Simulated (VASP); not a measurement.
# GaN (P6_3mc) in VASP: a series of runs

GaN is run at these levels: LDA; tasks: single point, relaxation of cell and atoms.

Everything below comes from runs of VASP 6.6.1. Logs are shortened: lines on timing, memory, paths and dates and some standing lists are left out, and cuts for length are marked.

### 1 The cell of the first run

The structure is hexagonal, space group P6_3mc (No. 186). Conventional cell: a = 3.152 Å, b = 3.152 Å, c = 5.139 Å, α = 90.00°, β = 90.00°, γ = 120.00°. Ga (site symmetry 3m) has 4 N at 1.93 Å within 2.6 Å. N (site symmetry 3m) has 4 Ga at 1.93 Å within 2.6 Å.

### 2 Single point, LDA

Contents of INCAR:

```
SYSTEM = GaN
ALGO = Normal ; EDIFF = 1E-6
ENCUT = 520 ; ISIF = 2
ISMEAR = 0 ; LASPH = .TRUE.
LCHARG = .FALSE. ; LREAL = .FALSE.
LWAVE = .FALSE. ; NBANDS = 26
NELM = 100 ; PREC = Accurate
SIGMA = 0.01
```

Contents of KPOINTS:

```
k-points
0
G
  8 8 5
  0 0 0
```

Contents of POSCAR:

```
GaN
1.0
    3.1515230887      0.0000000000      0.0000000000
   -1.5757615443      2.7292990554      0.0000000000
    0.0000000000      0.0000000000      5.1387964723
Ga N
2 2
Direct
    0.3333333333      0.6666666667      0.0003295785
    0.6666666667      0.3333333333      0.5003295785
    0.3333333333      0.6666666667      0.3766704215
    0.6666666667      0.3333333333      0.8766704215
```

Potentials or basis: VASP PAW LDA potentials, release 64 (Ga_d, N).

On the command line:

```sh
cat potpaw_LDA.64/Ga_d/POTCAR potpaw_LDA.64/N/POTCAR > POTCAR
mpirun -np 1 vasp_std > vasp.out
```

OUTCAR:

```text
SYSTEM = GaN
   EDIFF = 1E-6
   ENCUT = 520
   ISIF = 2
   ISMEAR = 0
   LASPH = .TRUE.
   LREAL = .FALSE.
   NELM = 100
   PREC = Accurate

 ion  position               nearest neighbor table
   1  0.333  0.667  0.000-   4 1.93   4 1.93   4 1.93   3 1.93
   2  0.667  0.333  0.500-   3 1.93   3 1.93   3 1.93   4 1.93
   3  0.333  0.667  0.377-   2 1.93   2 1.93   2 1.93   1 1.93
   4  0.667  0.333  0.877-   1 1.93   1 1.93   1 1.93   2 1.93

  LATTYP: Found a hexagonal cell.
 ALAT       =     3.1515230887
 C/A-ratio  =     1.6305755432

  Lattice vectors:

 A1 = (   3.1515230887,   0.0000000000,   0.0000000000)
 A2 = (  -1.5757615443,   2.7292990554,   0.0000000000)
 A3 = (   0.0000000000,   0.0000000000,   5.1387964723)

Analysis of symmetry for initial positions (statically):
=====================================================================
 Subroutine PRICEL returns:
 Original cell was already a primitive cell.

 Routine SETGRP: Setting up the symmetry group for a
 hexagonal supercell.

 Subroutine GETGRP returns: Found 12 space group operations
 (whereof  6 operations were pure point group operations)
 out of a pool of 24 trial point group operations.

The static configuration has the point symmetry C_3v.
 The point group associated with its full space group is C_6v.

Analysis of symmetry for dynamics (positions and initial velocities):
=====================================================================
 Subroutine PRICEL returns:
 Original cell was already a primitive cell.

 Routine SETGRP: Setting up the symmetry group for a
 hexagonal supercell.

 Subroutine GETGRP returns: Found 12 space group operations
 (whereof  6 operations were pure point group operations)
 out of a pool of 24 trial point group operations.

The dynamic configuration has the point symmetry C_3v.
 The point group associated with its full space group is C_6v.

 Subroutine INISYM returns: Found 12 space group operations
 (whereof  6 operations are pure point group operations),
 and found     1 'primitive' translations

----------------------------------------------------------------------------------------

                                     Primitive cell

  volume of cell :      44.2011

  direct lattice vectors                    reciprocal lattice vectors
     3.151523089  0.000000000  0.000000000     0.317306893  0.183197220  0.000000000
    -1.575761544  2.729299055  0.000000000     0.000000000  0.366394440  0.000000000
     0.000000000  0.000000000  5.138796472     0.000000000  0.000000000  0.194598094

  length of vectors
     3.151523089  3.151523089  5.138796472     0.366394440  0.366394440  0.194598094

  position of ions in fractional coordinates (direct lattice)
     0.333333333  0.666666667  0.000329579
     0.666666667  0.333333333  0.500329579
     0.333333333  0.666666667  0.376670422
     0.666666667  0.333333333  0.876670422

  ion indices of the primitive-cell ions
   primitive index   ion index
                 1           1
                 2           2
                 3           3
                 4           4

----------------------------------------------------------------------------------------

 KPOINTS: k-points

Automatic generation of k-mesh.
 Grid dimensions read from file:
 generate k-points for:    8    8    5

 Generating k-lattice:

  Cartesian coordinates                     Fractional coordinates (reciprocal lattice)
     0.039663362  0.022899653  0.000000000     0.125000000 -0.000000000  0.000000000
     0.000000000  0.045799305  0.000000000     0.000000000  0.125000000  0.000000000
     0.000000000  0.000000000  0.038919619     0.000000000  0.000000000  0.200000000

  Length of vectors
     0.045799305  0.045799305  0.038919619

  Shift w.r.t. Gamma in fractional coordinates (k-lattice)
     0.000000000  0.000000000  0.000000000

 Subroutine IBZKPT returns following result:
 ===========================================

 Found     30 irreducible k-points:

 Following reciprocal coordinates:
            Coordinates               Weight
  0.000000  0.000000  0.000000      1.000000
  0.125000 -0.000000  0.000000      6.000000
  0.250000 -0.000000  0.000000      6.000000
  0.375000 -0.000000  0.000000      6.000000
  0.500000 -0.000000  0.000000      3.000000
  0.125000  0.125000  0.000000      6.000000
[... 16 lines left out ...]
  0.250000 -0.000000  0.400000     12.000000
  0.375000 -0.000000  0.400000     12.000000
 [... further k-points ...]
   k-points           NKPTS =     30   k-points in BZ     NKDIM =     30   number of bands    NBANDS=     26
   number of dos      NEDOS =    301   number of ions     NIONS =      4
   total plane-waves  NPLWV =  23040
   dimension x,y,z NGX =    24 NGY =   24 NGZ =   40
   dimension x,y,z NGXF=    48 NGYF=   48 NGZF=   80
   ions per type =               2   2
   NGX,Y,Z   is equivalent  to a cutoff of  12.66, 12.66, 12.94 a.u.
   NGXF,Y,Z  is equivalent  to a cutoff of  25.32, 25.32, 25.88 a.u.
 SYSTEM =  GaN
   PREC   = accura    normal or accurate (medium, high low for compatibility)
   ISTART =      0    job   : 0-new  1-cont  2-samecut
   ICHARG =      2    charge: 1-file 2-atom 10-const
   ISPIN  =      1    spin polarized calculation?
   LNONCOLLINEAR =      F non collinear calculations
   LSORBIT =      F    spin-orbit coupling
   LASPH  =      T    aspherical Exc in radial PAW
   ENCUT  =  520.0 eV  38.22 Ry    6.18 a.u.   5.86  5.86  9.55*2*pi/ulx,y,z
   NELM   =    100;   NELMIN=  2; NELMDL= -5     # of ELM steps
   EDIFF  = 0.1E-05   stopping-criterion for ELM
   LREAL  =      F    real-space projection
   EDIFFG = 0.1E-04   stopping-criterion for IOM
   NSW    =      0    number of steps for IOM
   IBRION =     -1    ionic relax: 0-MD 1-quasi-New 2-CG
   NFREE  =      0    steps in history (QN), initial steepest desc. (CG)
   ISIF   =      2    stress and relaxation
   ISYM   =      2    0-nonsym 1-usesym 2-fastsym
   POTIM  = 0.5000    time-step for ionic-motion
   TEBEG  =    0.0;   TEEND  =   0.0 temperature during run
   PSTRESS=    0.0 pullay stress
   NELECT =      36.0000    total number of electrons
   NUPDOWN=      -1.0000    fix difference up-down
   EMIN   =  10.00;   EMAX   =-10.00  energy-range for DOS
   EFERMI =   0.00;   METHOD = LEGACY
   ISMEAR =     0;   SIGMA  =   0.01  broadening in eV -4-tet -1-fermi 0-gaus
   EFERMI_NEDOS =   21; number of points for ismear=-14 and -15
   IALGO  =     38    algorithm
   IMIX   =      4    mixing-type and parameters
     AMIX     =   0.40;   BMIX     =  1.00
     AMIX_MAG =   1.60;   BMIX_MAG =  1.00
  volume/ion in A,a.u.               =      11.05        74.57
  Fermi-wavevector in a.u.,A,eV,Ry     =   1.528849  2.889106 31.801984  2.337380
  Thomas-Fermi vector in A             =   2.636551
   LORBIT       =      0    0 simple, 1 ext, 2 COOP (PROOUT), +10 PAW based schemes
   GGA     = CA    functional components
   LHFCALC =     F    Hartree Fock is set to
   AEXX    =    0.0000 exact exchange contribution
   IVDW    =     0    specifies the selected vdW correction
   LEPSILON=     F    determine dielectric tensor
   LRPA    =     F    only Hartree local field effects (RPA)
 non-spin polarized calculation
 Gauss-broadening in eV      SIGMA  =   0.01
  energy-cutoff  :      520.00
  volume of cell :       44.20
 maximum number of plane-waves:      1204
 NGX is ok and might be reduce to    24
   NGX = 11   NGY = 11   NGZ = 19

 number of electron      36.0000032 magnetization

 Free energy of the ion-electron system (eV)
  ---------------------------------------------------
  ext. energy  EPLUGINS =         0.00000000
  ---------------------------------------------------
  free energy    TOTEN  =       -27.90937555 eV

  energy without entropy =      -27.90937555  energy(sigma->0) =      -27.90937555

 E-fermi :   5.5603     XC(G=0): -12.2992

 val. band max:        5.4429758691   @ k =   0.0000   0.0000   0.0000
 cond. band min:       7.5879425565   @ k =   0.0000   0.0000   0.0000
 fundamental gap:      2.1449666874
 Fermi energy:         5.5602704626

 k-point     1 :       0.0000    0.0000    0.0000
  band No.  band energies     occupation
      1     -10.7014      2.00000
      2      -9.7196      2.00000
      3      -8.1455      2.00000
      4      -8.1279      2.00000
      5      -8.1279      2.00000
      6      -8.0608      2.00000
[... 18 lines left out ...]
     25      17.2227      0.00000
     26      17.2227      0.00000

 k-point     2 :       0.1250   -0.0000    0.0000
  band No.  band energies     occupation
      1     -10.5390      2.00000
      2      -9.6798      2.00000
      3      -8.1272      2.00000
      4      -8.1044      2.00000
      5      -8.0803      2.00000
      6      -8.0402      2.00000
[... 18 lines left out ...]
     25      16.7522      0.00000
     26      17.5539      0.00000

 k-point     3 :       0.2500   -0.0000    0.0000
  band No.  band energies     occupation
      1     -10.1573      2.00000
      2      -9.6049      2.00000
      3      -8.0849      2.00000
      4      -8.0629      2.00000
      5      -7.9965      2.00000
      6      -7.9480      2.00000
[... 18 lines left out ...]
     25      16.9013      0.00000
     26      18.2462      0.00000

 k-point     4 :       0.3750   -0.0000    0.0000
  band No.  band energies     occupation
      1      -9.8333      2.00000
      2      -9.5582      2.00000
      3      -8.0725      2.00000
      4      -8.0474      2.00000
      5      -7.9554      2.00000
      6      -7.8927      2.00000
[... 18 lines left out ...]
     25      17.3565      0.00000
     26      18.7979      0.00000

 k-point     5 :       0.5000   -0.0000    0.0000
  band No.  band energies     occupation
      1      -9.7288      2.00000
      2      -9.5462      2.00000
      3      -8.0781      2.00000
      4      -8.0472      2.00000
      5      -7.9430      2.00000
      6      -7.8985      2.00000
[... 18 lines left out ...]
     25      17.8764      0.00000
     26      18.8858      0.00000

 k-point     6 :       0.1250    0.1250    0.0000
  band No.  band energies     occupation
      1     -10.2657      2.00000
      2      -9.6237      2.00000
      3      -8.0868      2.00000
      4      -8.0794      2.00000
      5      -8.0107      2.00000
      6      -8.0037      2.00000
[... 427 lines left out ...]
 k-point    21 :       0.0000    0.0000    0.4000
  band No.  band energies     occupation
      1     -10.2655      2.00000
      2      -9.9436      2.00000
      3      -8.1149      2.00000
      4      -8.1149      2.00000
      5      -8.0939      2.00000
      6      -8.0939      2.00000
[... 18 lines left out ...]
     25      16.1771      0.00000
     26      16.1771      0.00000

 k-point    22 :       0.1250   -0.0000    0.4000
  band No.  band energies     occupation
      1     -10.1413      2.00000
      2      -9.8625      2.00000
      3      -8.0999      2.00000
      4      -8.0866      2.00000
      5      -8.0776      2.00000
      6      -8.0627      2.00000
[... 18 lines left out ...]
     25      16.0590      0.00000
     26      16.5809      0.00000

 k-point    23 :       0.2500   -0.0000    0.4000
  band No.  band energies     occupation
      1      -9.8737      2.00000
      2      -9.7008      2.00000
      3      -8.0740      2.00000
      4      -8.0455      2.00000
      5      -8.0257      2.00000
      6      -7.9900      2.00000
[... 18 lines left out ...]
     25      16.8130      0.00000
     26      17.4302      0.00000

 k-point    24 :       0.3750   -0.0000    0.4000
  band No.  band energies     occupation
      1      -9.6747      2.00000
      2      -9.5905      2.00000
      3      -8.0838      2.00000
      4      -8.0469      2.00000
      5      -7.9831      2.00000
      6      -7.9271      2.00000
[... 18 lines left out ...]
     25      17.1359      0.00000
     26      18.1042      0.00000

 [... further k-points ...]
[... 5 lines left out ...]
  --------------------------------------------------------------------------------------
  -------------------------------------------------------------------------------------
  Total        0.3093046      0.3093046      0.2967007      0.0000000      0.0000000      0.0000000
  in kB       11.2115037     11.2115037     10.7546472      0.0000000      0.0000000      0.0000000
  external PRESSURE =      11.0592182 kB  Pullay stress =       0.0000000 kB

 VOLUME and BASIS-vectors are now :
 -----------------------------------------------------------------------------
  energy-cutoff  :      520.00
  volume of cell :       44.20
      direct lattice vectors                 reciprocal lattice vectors
     3.151523089  0.000000000  0.000000000     0.317306893  0.183197220  0.000000000
    -1.575761544  2.729299055  0.000000000     0.000000000  0.366394440  0.000000000
     0.000000000  0.000000000  5.138796472     0.000000000  0.000000000  0.194598094

 POSITION                                       TOTAL-FORCE (eV/Angst)
 -----------------------------------------------------------------------------------
     -0.00000      1.81953      0.00169         0.000000      0.000000     -0.001074
      1.57576      0.90977      2.57109        -0.000000     -0.000000     -0.001074
     -0.00000      1.81953      1.93563         0.000000      0.000000      0.001074
      1.57576      0.90977      4.50503        -0.000000     -0.000000      0.001074
 -----------------------------------------------------------------------------------
    total drift:                               -0.000001     -0.000001      0.000472

  FREE ENERGIE OF THE ION-ELECTRON SYSTEM (eV)
  ---------------------------------------------------
  free  energy   TOTEN  =       -27.9093755461 eV

  energy  without entropy=      -27.9093755461  energy(sigma->0) =      -27.90937555
```

Run time: 53 s. Hardware: 1 thread of Intel Xeon 8259CL, shared host; peak memory 0.16 GiB.

What came out:

| Quantity | Value |
| --- | --- |
| Free energy | -27.9094 eV |
| Pressure | 1.1 GPa |
| Band gap on the k mesh | 2.14 eV |

### 3 Relaxation of cell and atoms, LDA

This run uses another cell than the first one, of 11.13 Å³/atom.

Contents of INCAR:

```
SYSTEM = GaN
PREC = Accurate
ENCUT = 600
EDIFF = 1E-7
ISMEAR = 0
SIGMA = 0.01
LREAL = .FALSE.
LASPH = .TRUE.
NELM = 60
ALGO = Normal
ISIF = 3
LWAVE = .FALSE.
LCHARG = .FALSE.
GGA = CA
IBRION = 2
NSW = 100
EDIFFG = -0.003
```

Contents of KPOINTS:

```
regular mesh
0
G
  8 8 5
  0 0 0
```

Contents of POSCAR:

```
GaN
1.0
    3.1600000000      0.0000000000      0.0000000000
   -1.5800000000      2.7366402760      0.0000000000
    0.0000000000      0.0000000000      5.1500000000
Ga N
2 2
Direct
    0.3333333330      0.6666666670      0.0000000000
    0.6666666670      0.3333333330      0.5000000000
    0.3333333330      0.6666666670      0.3770000000
    0.6666666670      0.3333333330      0.8770000000
```

Potentials or basis: VASP PAW LDA potentials, release 64 (Ga_d, N).

On the command line:

```sh
cat potpaw_LDA.64/Ga_d/POTCAR potpaw_LDA.64/N/POTCAR > POTCAR
mpirun -np 1 vasp_std > vasp.out
```

Wall time 4.6 min (1 thread of Intel Xeon 8259CL, shared host); peak memory 0.18 GiB.

Results (log left out):

```yaml
Free_energy: -27.9111 eV
Relaxed_volume: 11.11 Å³/atom
Relaxed_cell: a = 3.157 Å, b = 3.157 Å, c = 5.147 Å, α = 90.00°, β = 90.00°, γ = 120.00°
Space_group_after_relaxing_to_0.1_Å: P6_3mc (No. 186)
Energy_gained_by_relaxing: 0.1 meV/atom
Ionic_steps: 7
Pressure_after_relaxing: 0.0 GPa
Band_gap_on_the_k_mesh: 2.11 eV
```

Step by step:
```csv
step,energy change (eV),largest force (eV/Å),pressure (GPa),volume (Å³)
1,0.0000,0.0337,-0.51,44.54
2,0.0000,0.0140,0.53,44.31
3,-0.0002,0.0094,0.03,44.42
4,-0.0003,0.0021,0.00,44.42
5,-0.0003,0.0020,-0.04,44.43
6,-0.0003,0.0002,0.09,44.41
7,-0.0003,0.0012,-0.01,44.42
```

Final structure:
```yaml
crystal:
  lattice:
    - [3.15699, 0.00000, 0.00000]
    - [-1.57849, 2.73403, 0.00000]
    - [0.00000, 0.00000, 5.14653]
  atoms:
    - { symbol: Ga, position: [0.33333, 0.66667, 0.00030] }
    - { symbol: Ga, position: [0.66667, 0.33333, 0.50030] }
    - { symbol: N, position: [0.33333, 0.66667, 0.37670] }
    - { symbol: N, position: [0.66667, 0.33333, 0.87670] }
```

Levels at points of the mesh, in eV from the valence-band top:
| k point | band 16 | band 17 | band 18 | band 19 | band 20 | band 21 |
| --- | --- | --- | --- | --- | --- | --- |
| (0.00, 0.00, 0.00) | -0.05 | 0.00 | 0.00 | 2.11 | 4.35 | 9.19 |
| (0.50, 0.00, 0.00) | -2.87 | -2.33 | -1.04 | 4.99 | 5.64 | 5.98 |
